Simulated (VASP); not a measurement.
# CaO3 (P6_3/mmc) in VASP: single point with PBE

Aim: the single point of CaO3 with PBE.

Everything below comes from runs of VASP 6.6.1. Logs are shortened: lines on timing, memory, paths and dates and some standing lists are left out, and cuts for length are marked.

## (1) The cell of the first run

It takes space group P6_3/mmc (No. 194, hexagonal). The conventional cell has a = 5.081 Å, b = 5.081 Å, c = 4.517 Å, α = 90.00°, β = 90.00°, γ = 120.00°. Ca (site symmetry -6m2) has 12 O at 2.51 to 2.57 Å within 3.3 Å. O (site symmetry mm2) has 2 O at 1.89 Å and 4 Ca at 2.51 to 2.57 Å within 2.6 Å.

## (2) Single point, PBE, collinear spin, ferromagnetic start

The input, INCAR:

```
SYSTEM = CaO3
ALGO = Normal
EDIFF = 1E-6
ENCUT = 520
GGA = PE
ISIF = 2
ISMEAR = 0
ISPIN = 2
LASPH = .TRUE.
LCHARG = .FALSE.
LORBIT = 11
LREAL = .FALSE.
LWAVE = .FALSE.
MAGMOM = 0 0 1.46 1.46 1.46 1.46 1.46 1.46
NBANDS = 42
NELM = 150
PREC = Accurate
SIGMA = 0.1
```

The input, KPOINTS:

```
k-points
0
G
  6 6 4
  0 0 0
```

The input, POSCAR:

```
CaO3
1.0
    5.0806654305      0.0000000000      0.0000000000
   -2.5403327153      4.3999853309      0.0000000000
    0.0000000000      0.0000000000      4.5171563144
Ca O
2 6
Direct
    0.3333333333      0.6666666667      0.2500000000
    0.6666666667      0.3333333333      0.7500000000
    0.7903889461      0.5807778921      0.2500000000
    0.2096110539      0.7903889461      0.7500000000
    0.4192221079      0.2096110539      0.2500000000
    0.2096110539      0.4192221079      0.7500000000
    0.7903889461      0.2096110539      0.2500000000
    0.5807778921      0.7903889461      0.7500000000
```

Potentials or basis: VASP PAW PBE potentials, release 64 (Ca_sv, O).

Started as:

```sh
$ cat potpaw_PBE.64/Ca_sv/POTCAR potpaw_PBE.64/O/POTCAR > POTCAR
$ mpirun -np 1 vasp_std > vasp.out
```

OUTCAR:

```text
SYSTEM = CaO3
   EDIFF = 1E-6
   ENCUT = 520
   GGA = PE
   ISIF = 2
   ISMEAR = 0
   ISPIN = 2
   LASPH = .TRUE.
   LORBIT = 11
   LREAL = .FALSE.
   NELM = 150
   PREC = Accurate

 ion  position               nearest neighbor table
   1  0.333  0.667  0.250-   6 2.51   6 2.51   8 2.51   8 2.51   4 2.51   4 2.51   5 2.57   3 2.57
                             7 2.57   7 2.57   5 2.57   3 2.57
   2  0.667  0.333  0.750-   3 2.51   3 2.51   5 2.51   5 2.51   7 2.51   7 2.51   8 2.57   6 2.57
                             4 2.57   4 2.57   8 2.57   6 2.57
   3  0.790  0.581  0.250-   5 1.89   7 1.89   2 2.51   2 2.51   1 2.57   1 2.57
   4  0.210  0.790  0.750-   6 1.89   8 1.89   1 2.51   1 2.51   2 2.57   2 2.57
   5  0.419  0.210  0.250-   3 1.89   7 1.89   2 2.51   2 2.51   1 2.57   1 2.57
   6  0.210  0.419  0.750-   8 1.89   4 1.89   1 2.51   1 2.51   2 2.57   2 2.57
   7  0.790  0.210  0.250-   3 1.89   5 1.89   2 2.51   2 2.51   1 2.57   1 2.57
   8  0.581  0.790  0.750-   6 1.89   4 1.89   1 2.51   1 2.51   2 2.57   2 2.57

  LATTYP: Found a hexagonal cell.
 ALAT       =     5.0806654305
 C/A-ratio  =     0.8890875371

  Lattice vectors:

 A1 = (   5.0806654305,   0.0000000000,   0.0000000000)
 A2 = (  -2.5403327153,   4.3999853309,   0.0000000000)
 A3 = (   0.0000000000,   0.0000000000,   4.5171563144)

Analysis of symmetry for initial positions (statically):
=====================================================================
 Subroutine PRICEL returns:
 Original cell was already a primitive cell.

 Routine SETGRP: Setting up the symmetry group for a
 hexagonal supercell.

 Subroutine GETGRP returns: Found 24 space group operations
 (whereof 12 operations were pure point group operations)
 out of a pool of 24 trial point group operations.

The static configuration has the point symmetry D_3d.
 The point group associated with its full space group is D_6h.

Analysis of symmetry for dynamics (positions and initial velocities):
=====================================================================
 Subroutine PRICEL returns:
 Original cell was already a primitive cell.

 Routine SETGRP: Setting up the symmetry group for a
 hexagonal supercell.

 Subroutine GETGRP returns: Found 24 space group operations
 (whereof 12 operations were pure point group operations)
 out of a pool of 24 trial point group operations.

The dynamic configuration has the point symmetry D_3d.
 The point group associated with its full space group is D_6h.

Analysis of structural, dynamic, and magnetic symmetry:
=====================================================================
 Subroutine PRICEL returns:
 Original cell was already a primitive cell.

 Routine SETGRP: Setting up the symmetry group for a
 hexagonal supercell.

[... 160 lines left out ...]
  energy without entropy =      -38.72042228  energy(sigma->0) =      -38.73084460

 E-fermi :   1.6974     XC(G=0): -10.0567

 val. band max:        1.6959628274   @ k =   0.3333   0.1667   0.2500
 cond. band min:       1.7006073147   @ k =   0.3333   0.3333   0.0000
 fundamental gap:      0.0046444873
 Fermi energy:         1.6973741822

 spin component 1

 k-point     1 :       0.0000    0.0000    0.0000
  band No.  band energies     occupation
      1     -36.9975      1.00000
      2     -36.9560      1.00000
      3     -18.6697      1.00000
      4     -18.2570      1.00000
      5     -18.2078      1.00000
      6     -18.2078      1.00000
[... 892 lines left out ...]
     39       9.2663      0.00000
     40       9.2663      0.00000
 Fermi energy:         1.6973741822

 spin component 2

 k-point     1 :       0.0000    0.0000    0.0000
  band No.  band energies     occupation
      1     -36.9924      1.00000
      2     -36.9519      1.00000
      3     -18.1663      1.00000
      4     -18.1663      1.00000
      5     -18.1010      1.00000
      6     -17.9928      1.00000
[... 892 lines left out ...]
     39       9.4536      0.00000
     40       9.4536      0.00000
 [bands above 40 left out]

------------------------ aborting loop because EDIFF is reached ----------------------------------------

  FORCE on cell =-STRESS in cart. coord.  units (eV):
  Direction    XX          YY          ZZ          XY          YZ          ZX
  --------------------------------------------------------------------------------------
  -------------------------------------------------------------------------------------
  Total        0.0817887      0.0817887      0.2442883     -0.0000000      0.0000000     -0.0000000
  in kB        1.2976773      1.2976773      3.8759337     -0.0000000      0.0000000     -0.0000000
  external PRESSURE =       2.1570961 kB  Pullay stress =       0.0000000 kB

 VOLUME and BASIS-vectors are now :
 -----------------------------------------------------------------------------
  energy-cutoff  :      520.00
  volume of cell :      100.98
      direct lattice vectors                 reciprocal lattice vectors
     5.080665430  0.000000000  0.000000000     0.196824612  0.113636742  0.000000000
    -2.540332715  4.399985331  0.000000000     0.000000000  0.227273485  0.000000000
     0.000000000  0.000000000  4.517156314     0.000000000  0.000000000  0.221378215

 POSITION                                       TOTAL-FORCE (eV/Angst)
 -----------------------------------------------------------------------------------
     -0.00000      2.93332      1.12929        -0.000000     -0.000000      0.000000
      2.54033      1.46666      3.38787        -0.000000     -0.000000      0.000000
      2.54033      2.55541      1.12929        -0.000000      0.038235     -0.000000
     -0.94289      3.47770      3.38787        -0.033113      0.019118      0.000000
      1.59745      0.92229      1.12929        -0.033113     -0.019118      0.000000
     -0.00000      1.84457      3.38787         0.000000     -0.038235      0.000000
      3.48322      0.92229      1.12929         0.033113     -0.019118     -0.000000
      0.94289      3.47770      3.38787         0.033113      0.019118     -0.000000
 -----------------------------------------------------------------------------------
    total drift:                               -0.000000      0.000000      0.000000

  FREE ENERGIE OF THE ION-ELECTRON SYSTEM (eV)
  ---------------------------------------------------
  free  energy   TOTEN  =       -38.7412669239 eV

  energy  without entropy=      -38.7204222794  energy(sigma->0) =      -38.73084460

 total charge

# of ion       s       p       d       tot
------------------------------------------
    1        2.017   5.861   0.232   8.110
    2        2.017   5.861   0.232   8.110
    3        1.614   3.157   0.000   4.771
    4        1.614   3.157   0.000   4.771
    5        1.614   3.157   0.000   4.771
    6        1.614   3.157   0.000   4.771
    7        1.614   3.157   0.000   4.771
    8        1.614   3.157   0.000   4.771
--------------------------------------------------
tot         13.717  30.666   0.464  44.847

 magnetization (x)

# of ion       s       p       d       tot
------------------------------------------
    1        0.001  -0.000   0.005   0.006
    2        0.001  -0.000   0.005   0.006
    3        0.015   0.541   0.000   0.556
    4        0.015   0.541   0.000   0.556
    5        0.015   0.541   0.000   0.556
    6        0.015   0.541   0.000   0.556
    7        0.015   0.541   0.000   0.556
    8        0.015   0.541   0.000   0.556
--------------------------------------------------
tot          0.093   3.245   0.011   3.348
```

stdout:

```text
POSCAR found type information on POSCAR CaO
 POSCAR found :  2 types and       8 ions
 scaLAPACK will be used
 LDA part: xc-table for (Slater+PW92), standard interpolation
 POSCAR, INCAR and KPOINTS ok, starting setup
 FFT: planning ... GRIDC
 FFT: planning ... GRID_SOFT
 FFT: planning ... GRID
 WAVECAR not read
 entering main loop
```

Run time: 2.5 min. Hardware: 1 thread of Oxide Virtual Turin-like, shared host; peak memory 0.3 GiB.

Results:

| Item | Value |
| --- | --- |
| Free energy | -38.7413 eV |
| Pressure | 0.2 GPa |
| Largest force | 0.038 eV/Å |
| Band gap on the k mesh | zero (filled and empty bands overlap) |
| Net moment | 4.00 μB per cell |
| Site moments | Ca +0.01; O +0.56 μB |
| Valence electrons inside the program's atomic spheres | Ca 8.11; O 4.77 |

Forces in eV/Å, atoms in the order of the input:
```
Ca   0.000  0.000  0.000
Ca   0.000  0.000  0.000
O    0.000  0.038  0.000
O   -0.033  0.019  0.000
O   -0.033 -0.019  0.000
O    0.000 -0.038  0.000
O    0.033 -0.019  0.000
O    0.033  0.019  0.000
```

Caveat: semilocal functionals underestimate gaps, so a narrow gap can read as zero.
